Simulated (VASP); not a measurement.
# CdS (F-43m) in VASP: settings compared

Aim: see how the results for CdS move with the level of theory and the settings. Levels: r2SCAN50, PBE-based screened hybrid with 40 % exact exchange, PBE-based screened hybrid with 10 % exact exchange, PBE-based screened hybrid with 5 % exact exchange. Tasks: single point.

All numbers are computed with VASP 6.6.1; they aren't measurements. Logs are shortened: lines on timing, memory, paths and dates and some standing lists are left out, and cuts for length are marked.

## Step 1: The cell of the first run

Symmetry: F-43m, No. 216, cubic system. Conventional cell: a = 5.878 Å, b = 5.878 Å, c = 5.878 Å, α = 90.00°, β = 90.00°, γ = 90.00°. Within 3.4 Å of Cd (site symmetry -43m) lie 4 S at 2.55 Å. Within 3.4 Å of S (site symmetry -43m) lie 4 Cd at 2.55 Å.

## Step 2: Single point, r2SCAN50

POSCAR

```
CdS
1.0
    0.0000000000      2.9392138883      2.9392138883
    2.9392138883      0.0000000000      2.9392138883
    2.9392138883      2.9392138883      0.0000000000
Cd S
1 1
Direct
    0.0000000000      0.0000000000      0.0000000000
    0.2500000000      0.2500000000      0.2500000000
```

INCAR.step1

```
ALGO = Normal ; EDIFF = 1E-5
ENCUT = 520 ; GGA = PE
ISIF = 2 ; ISMEAR = 0
LASPH = True ; LCHARG = False
LREAL = False ; LWAVE = True
NBANDS = 16 ; NELM = 100
PREC = Accurate ; SIGMA = 0.01
```

INCAR.step2

```
AEXX = 0.5 ; ALGO = Normal
EDIFF = 1E-7 ; ENCUT = 520
ISIF = 2 ; ISMEAR = 0
ISTART = 1 ; LASPH = True
LCHARG = False ; LHFCALC = True
LMIXTAU = True ; LREAL = False
LWAVE = False ; METAGGA = R2SCAN
NBANDS = 16 ; NELM = 100
PREC = Accurate ; PRECFOCK = Normal
SIGMA = 0.01
```

KPOINTS

```
k-points
0
Gamma
  4 4 4
```

Potentials or basis: VASP PAW PBE potentials, release 64 (Cd, S).

Run with:

```bash
> cat potpaw_PBE.64/Cd/POTCAR potpaw_PBE.64/S/POTCAR > POTCAR
> cp INCAR.step1 INCAR
> mpirun -np 1 vasp_std > vasp.out
> cp INCAR.step2 INCAR
> mpirun -np 1 vasp_std > vasp.out
```

OUTCAR:

```text
AEXX = 0.5
   EDIFF = 1E-7
   ENCUT = 520
   ISIF = 2
   ISMEAR = 0
   ISTART = 1
   LASPH = True
   LHFCALC = True
   LREAL = False
   METAGGA = R2SCAN
   NELM = 100
   PREC = Accurate
   PRECFOCK = Normal

 ion  position               nearest neighbor table
   1  0.000  0.000  0.000-   2 2.55   2 2.55   2 2.55   2 2.55
   2  0.250  0.250  0.250-   1 2.55   1 2.55   1 2.55   1 2.55

  LATTYP: Found a face centered cubic cell.
 ALAT       =     5.8784277766

  Lattice vectors:

 A1 = (   0.0000000000,   2.9392138883,   2.9392138883)
 A2 = (   2.9392138883,   0.0000000000,   2.9392138883)
 A3 = (   2.9392138883,   2.9392138883,   0.0000000000)

Analysis of symmetry for initial positions (statically):
=====================================================================
 Subroutine PRICEL returns:
 Original cell was already a primitive cell.

 Routine SETGRP: Setting up the symmetry group for a
 face centered cubic supercell.

 Subroutine GETGRP returns: Found 24 space group operations
 (whereof 24 operations were pure point group operations)
 out of a pool of 48 trial point group operations.

The static configuration has the point symmetry T_d .

Analysis of symmetry for dynamics (positions and initial velocities):
=====================================================================
 Subroutine PRICEL returns:
 Original cell was already a primitive cell.

 Routine SETGRP: Setting up the symmetry group for a
 face centered cubic supercell.

 Subroutine GETGRP returns: Found 24 space group operations
 (whereof 24 operations were pure point group operations)
 out of a pool of 48 trial point group operations.

The dynamic configuration has the point symmetry T_d .

 Subroutine INISYM returns: Found 24 space group operations
 (whereof 24 operations are pure point group operations),
 and found     1 'primitive' translations

----------------------------------------------------------------------------------------

                                     Primitive cell

  volume of cell :      50.7836

  direct lattice vectors                    reciprocal lattice vectors
     0.000000000  2.939213888  2.939213888    -0.170113513  0.170113513  0.170113513
     2.939213888  0.000000000  2.939213888     0.170113513 -0.170113513  0.170113513
     2.939213888  2.939213888  0.000000000     0.170113513  0.170113513 -0.170113513

  length of vectors
[... 73 lines left out ...]
   POTIM  = 0.5000    time-step for ionic-motion
   TEBEG  =    0.0;   TEEND  =   0.0 temperature during run
   PSTRESS=    0.0 pullay stress
   NELECT =      18.0000    total number of electrons
   NUPDOWN=      -1.0000    fix difference up-down
   EMIN   =  10.00;   EMAX   =-10.00  energy-range for DOS
   EFERMI =   0.00;   METHOD = LEGACY
   ISMEAR =     0;   SIGMA  =   0.01  broadening in eV -4-tet -1-fermi 0-gaus
   EFERMI_NEDOS =   21; number of points for ismear=-14 and -15
   IALGO  =     38    algorithm
   IMIX   =      1    mixing-type and parameters
     AMIX     =   0.40;   BMIX     =  1.00
     AMIX_MAG =   1.60;   BMIX_MAG =  1.00
  volume/ion in A,a.u.               =      25.39       171.35
  Fermi-wavevector in a.u.,A,eV,Ry     =   1.158576  2.189391 18.263073  1.342298
  Thomas-Fermi vector in A             =   2.295177
   LORBIT       =      0    0 simple, 1 ext, 2 COOP (PROOUT), +10 PAW based schemes
   METAGGA = R2SCAN    functional components
   LHFCALC =     T    Hartree Fock is set to
   PRECFOCK=normal    Normal, Fast or Accurate (Low or Medium for compatibility)
   ENCUT4O =  -1.0   cutoff for four orbital integrals eV
   NKREDX  =     1    reduce k-point grid by
   NKREDY  =     1    reduce k-point grid by
   NKREDZ  =     1    reduce k-point grid by
   AEXX    =    0.5000 exact exchange contribution
   HFSCREEN=    0.0000 screening length (either q_TF or 0.3 A-1)
   HFSCREENC=   0.0000 screening length for correlation (either q_TF or 0.3 A-1)
   ENCUTFOCK=  -1.0 apply spherical cutoff to Coloumb kernel
   IVDW    =     0    specifies the selected vdW correction
   LEPSILON=     F    determine dielectric tensor
   LRPA    =     F    only Hartree local field effects (RPA)
 non-spin polarized calculation
 Gauss-broadening in eV      SIGMA  =   0.01
  energy-cutoff  :      520.00
  volume of cell :       50.78
 maximum number of plane-waves:      1384
 NGX is ok and might be reduce to    32
  NGX = 24; NGY = 24; NGZ = 24

 number of electron      18.0000005 magnetization

 Free energy of the ion-electron system (eV)
  ---------------------------------------------------
  ext. energy  EPLUGINS =         0.00000000
  ---------------------------------------------------
  free energy    TOTEN  =       -22.24598030 eV

  energy without entropy =      -22.24598030  energy(sigma->0) =      -22.24598030

 E-fermi :  -0.9850     XC(G=0):  -5.4102

 val. band max:       -1.0506534974   @ k =   0.0000   0.0000   0.0000
 cond. band min:       3.6468529408   @ k =   0.0000   0.0000   0.0000
 fundamental gap:      4.6975064382
 Fermi energy:        -0.9850110118

 k-point     1 :       0.0000    0.0000    0.0000
  band No.  band energies     occupation
      1     -15.8110      2.00000
      2     -11.1509      2.00000
      3     -11.1509      2.00000
      4     -11.1509      2.00000
      5     -10.6875      2.00000
      6     -10.6875      2.00000
[... 129 lines left out ...]
      3     -10.9110      2.00000
      4     -10.7351      2.00000
      5     -10.6781      2.00000
      6      -9.9797      2.00000
[... 8 lines left out ...]
     15      16.3713      0.00000
     16      16.9682      0.00000

------------------------ aborting loop because EDIFF is reached ----------------------------------------

  FORCE on cell =-STRESS in cart. coord.  units (eV):
  Direction    XX          YY          ZZ          XY          YZ          ZX
  --------------------------------------------------------------------------------------
  -------------------------------------------------------------------------------------
  Total       -0.2972618     -0.2972618     -0.2972618      0.0000000      0.0000000      0.0000000
  in kB       -9.3783437     -9.3783437     -9.3783437      0.0000000      0.0000000      0.0000000
  external PRESSURE =      -9.3783437 kB  Pullay stress =       0.0000000 kB

 VOLUME and BASIS-vectors are now :
 -----------------------------------------------------------------------------
  energy-cutoff  :      520.00
  volume of cell :       50.78
      direct lattice vectors                 reciprocal lattice vectors
     0.000000000  2.939213888  2.939213888    -0.170113513  0.170113513  0.170113513
     2.939213888  0.000000000  2.939213888     0.170113513 -0.170113513  0.170113513
     2.939213888  2.939213888  0.000000000     0.170113513  0.170113513 -0.170113513

 POSITION                                       TOTAL-FORCE (eV/Angst)
 -----------------------------------------------------------------------------------
      0.00000      0.00000      0.00000         0.000000      0.000000      0.000000
      1.46961      1.46961      1.46961        -0.000000     -0.000000     -0.000000
 -----------------------------------------------------------------------------------
    total drift:                                0.000006      0.000014      0.000006

  FREE ENERGIE OF THE ION-ELECTRON SYSTEM (eV)
  ---------------------------------------------------
  free  energy   TOTEN  =       -22.2459803029 eV

  energy  without entropy=      -22.2459803029  energy(sigma->0) =      -22.24598030
```

OSZICAR.step1:

```text
N       E                     dE             d eps       ncg     rms          rms(c)
DAV:   1     0.102815408868E+03    0.10282E+03   -0.89699E+03   256   0.102E+03
DAV:   2    -0.263596975812E+01   -0.10545E+03   -0.99432E+02   280   0.246E+02
DAV:   3    -0.664494805681E+01   -0.40090E+01   -0.39981E+01   344   0.508E+01
DAV:   4    -0.666948599822E+01   -0.24538E-01   -0.24535E-01   296   0.373E+00
DAV:   5    -0.666984426825E+01   -0.35827E-03   -0.35827E-03   344   0.425E-01    0.771E+00
DAV:   6    -0.612650031163E+01    0.54334E+00   -0.84896E-01   360   0.114E+01    0.628E+00
DAV:   7    -0.610633350764E+01    0.20167E-01   -0.20151E-01   304   0.306E+00    0.308E+00
DAV:   8    -0.610686320900E+01   -0.52970E-03   -0.18793E-02   288   0.171E+00    0.297E-01
DAV:   9    -0.610681483958E+01    0.48369E-04   -0.23258E-03   296   0.697E-01    0.609E-02
DAV:  10    -0.610694859154E+01   -0.13375E-03   -0.27121E-04   288   0.173E-01    0.719E-02
DAV:  11    -0.610704531163E+01   -0.96720E-04   -0.16295E-04   264   0.101E-01    0.255E-02
DAV:  12    -0.610703508340E+01    0.10228E-04   -0.29676E-05   336   0.707E-02    0.108E-02
DAV:  13    -0.610703649583E+01   -0.14124E-05   -0.45283E-06   200   0.126E-02
   1 F= -.61070365E+01 E0= -.61070365E+01  d E =-.554317E-55
```

Wall time 7.8 min (1 thread of AMD EPYC 7R13 (Zen 3), shared host); peak memory 0.17 GiB.

What came out:

| Property | Result |
| --- | --- |
| Free energy | -22.2460 eV |
| Pressure | -0.9 GPa |
| Band gap on the k mesh | 4.70 eV |

Levels at points of the mesh, in eV from the valence-band top:
| k point | band 7 | band 8 | band 9 | band 10 | band 11 | band 12 |
| --- | --- | --- | --- | --- | --- | --- |
| (0.00, 0.00, 0.00) | 0.00 | 0.00 | 0.00 | 4.70 | 10.55 | 10.55 |
| (0.50, 0.00, 0.00) | -4.90 | -0.83 | -0.83 | 6.77 | 10.93 | 10.93 |
| (0.50, 0.50, 0.00) | -4.42 | -2.09 | -2.09 | 6.88 | 8.16 | 13.40 |

Caveat: the k points lie up to 0.46 Å⁻¹ apart; the PAW data sets were made with another functional, which shifts forces and pressure a little.

## Step 3: Single point, PBE-based screened hybrid with 40 % exact exchange

POSCAR is that of step 2.

INCAR.step1

```
PREC = Accurate
ENCUT = 520
EDIFF = 1E-5
ISMEAR = 0
SIGMA = 0.01
LREAL = F
LASPH = T
NELM = 100
ALGO = Normal
ISIF = 2
LWAVE = T
NBANDS = 16
GGA = PE
```

INCAR.step2

```
PREC = Accurate
ENCUT = 520
EDIFF = 1E-7
ISMEAR = 0
SIGMA = 0.01
LREAL = F
LASPH = T
NELM = 100
ALGO = Normal
ISIF = 2
LWAVE = F
LCHARG = T
GGA = PE
LHFCALC = T
AEXX = 0.4
HFSCREEN = 0.3
PRECFOCK = Normal
LELF = T
LVHAR = T
NBANDS = 16
ISTART = 1
```

KPOINTS

```
Automatic mesh
0
Gamma
  4 4 4
```

Potentials or basis: VASP PAW PBE potentials, release 64 (Cd, S).

Run with:

```bash
> cat potpaw_PBE.64/Cd/POTCAR potpaw_PBE.64/S/POTCAR > POTCAR
> cp INCAR.step1 INCAR
> mpirun -np 1 vasp_std > vasp.out
> cp INCAR.step2 INCAR
> mpirun -np 1 vasp_std > vasp.out
```

It took 7.6 min on 1 thread of AMD EPYC 7R13 (Zen 3), shared host; peak memory 0.25 GiB.

The run converged. Its results:

- Free energy: -8.1859 eV
- Pressure: 0.3 GPa
- Band gap on the k mesh: 2.45 eV

Levels at points of the mesh, in eV from the valence-band top:
```
           k point  band 5  band 6  band 7  band 8  band 9  band 10  band 11  band 12  band 13  band 14
(0.00, 0.00, 0.00)   -8.91   -8.91    0.00    0.00    0.00     2.45     8.06     8.06     8.06    13.06
(0.50, 0.00, 0.00)   -8.88   -8.49   -4.59   -0.78   -0.78     4.42     8.48     8.48     8.94    12.61
(0.50, 0.50, 0.00)   -8.83   -8.39   -4.16   -1.95   -1.95     4.72     5.77    10.84    12.61    12.61
```

Caveat: the k points lie up to 0.46 Å⁻¹ apart; the PAW data sets were made with another functional, which shifts forces and pressure a little.

## Step 4: Single point, PBE-based screened hybrid with 10 % exact exchange

POSCAR is that of step 3.

INCAR.step1

```
PREC = Accurate
ENCUT = 520
EDIFF = 1E-5
ISMEAR = 0
SIGMA = 0.01
LREAL = False
LASPH = True
NELM = 60
ALGO = Normal
ISIF = 2
LWAVE = True
LCHARG = False
NBANDS = 16
GGA = PE
```

INCAR.step2

```
PREC = Accurate
ENCUT = 520
EDIFF = 1E-7
ISMEAR = 0
SIGMA = 0.01
LREAL = False
LASPH = True
NELM = 60
ALGO = Normal
ISIF = 2
LWAVE = False
LCHARG = False
GGA = PE
LHFCALC = True
AEXX = 0.1
HFSCREEN = 0.3
PRECFOCK = Normal
NBANDS = 16
ISTART = 1
```

KPOINTS is that of step 3.

Run with:

```bash
> cat potpaw_PBE.64/Cd/POTCAR potpaw_PBE.64/S/POTCAR > POTCAR
> cp INCAR.step1 INCAR
> mpirun -np 1 vasp_std > vasp.out
> cp INCAR.step2 INCAR
> mpirun -np 1 vasp_std > vasp.out
```

Wall time 6.5 min (1 thread of AMD EPYC 7R13 (Zen 3), shared host); peak memory 0.25 GiB.

The run converged. Its results:

```yaml
Free_energy: -6.6005 eV
Pressure: 1.4 GPa
Band_gap_on_the_k_mesh: 1.41 eV
```

Levels at points of the mesh, in eV from the valence-band top:
| k point | band 6 | band 7 | band 8 | band 9 | band 10 | band 11 | band 12 | band 13 |
| --- | --- | --- | --- | --- | --- | --- | --- | --- |
| (0.00, 0.00, 0.00) | -7.64 | 0.00 | 0.00 | 0.00 | 1.41 | 6.91 | 6.91 | 6.91 |
| (0.50, 0.00, 0.00) | -7.27 | -4.36 | -0.74 | -0.74 | 3.32 | 7.36 | 7.36 | 7.79 |
| (0.50, 0.50, 0.00) | -7.20 | -3.94 | -1.84 | -1.84 | 3.85 | 4.67 | 9.55 | 11.12 |

Caveat: the k points lie up to 0.46 Å⁻¹ apart; the PAW data sets were made with another functional, which shifts forces and pressure a little.

## Step 5: Single point, PBE-based screened hybrid with 5 % exact exchange

POSCAR is that of step 4.

INCAR.step1

```
PREC = Accurate
ENCUT = 520
EDIFF = 1E-5
ISMEAR = 0
SIGMA = 0.01
LREAL = False
LASPH = True
NELM = 80
ALGO = Normal
ISIF = 2
LWAVE = True
GGA = PE
NBANDS = 16
```

INCAR.step2

```
PREC = Accurate
ENCUT = 520
EDIFF = 1E-7
ISMEAR = 0
SIGMA = 0.01
LREAL = False
LASPH = True
NELM = 80
ALGO = Normal
ISIF = 2
LWAVE = False
LCHARG = True
GGA = PE
LHFCALC = True
AEXX = 0.05
HFSCREEN = 0.3
PRECFOCK = Normal
LELF = True
LVHAR = True
ISTART = 1
NBANDS = 16
```

KPOINTS

```
regular mesh
0
Gamma
  4 4 4
```

Run with:

```bash
> cat potpaw_PBE.64/Cd/POTCAR potpaw_PBE.64/S/POTCAR > POTCAR
> cp INCAR.step1 INCAR
> mpirun -np 1 vasp_std > vasp.out
> cp INCAR.step2 INCAR
> mpirun -np 1 vasp_std > vasp.out
```

Run time: 5.8 min. Hardware: 1 thread of AMD EPYC 7R13 (Zen 3), shared host; peak memory 0.25 GiB.

It converged, with:

* Free energy: -6.3514 eV
* Pressure: 1.6 GPa
* Band gap on the k mesh: 1.25 eV

Levels at points of the mesh, in eV from the valence-band top:
| k point | band 6 | band 7 | band 8 | band 9 | band 10 | band 11 | band 12 | band 13 |
| --- | --- | --- | --- | --- | --- | --- | --- | --- |
| (0.00, 0.00, 0.00) | -7.43 | 0.00 | 0.00 | 0.00 | 1.25 | 6.72 | 6.72 | 6.72 |
| (0.50, 0.00, 0.00) | -7.06 | -4.32 | -0.73 | -0.73 | 3.14 | 7.18 | 7.18 | 7.59 |
| (0.50, 0.50, 0.00) | -7.00 | -3.90 | -1.82 | -1.82 | 3.71 | 4.49 | 9.34 | 10.88 |

Caveat: the k points lie up to 0.46 Å⁻¹ apart; the PAW data sets were made with another functional, which shifts forces and pressure a little.

## Step 6: Overview

```tsv
level	share of exact exchange	screening parameter	gap on the mesh (eV)	pressure (GPa)
r2SCAN50	0.5	-	4.70	-0.9
PBE-based screened hybrid with 40 % exact exchange	0.4	0.3 1/Å	2.45	0.3
PBE-based screened hybrid with 10 % exact exchange	0.1	0.3 1/Å	1.41	1.4
PBE-based screened hybrid with 5 % exact exchange	0.05	0.3 1/Å	1.25	1.6
```

Alike in all rows: task single point; potentials or basis VASP PAW PBE potentials, release 64 (Cd, S); no spin polarisation; cell as given; k mesh 4 × 4 × 4; cutoff (eV) 520; smearing gaussian 0.01 eV.

Caveats: all runs use coarse meshes; the PAW data sets were made with another functional, which shifts forces and pressure a little.

Total energies depend on the potentials used, so only differences within one code and one set of settings carry meaning.
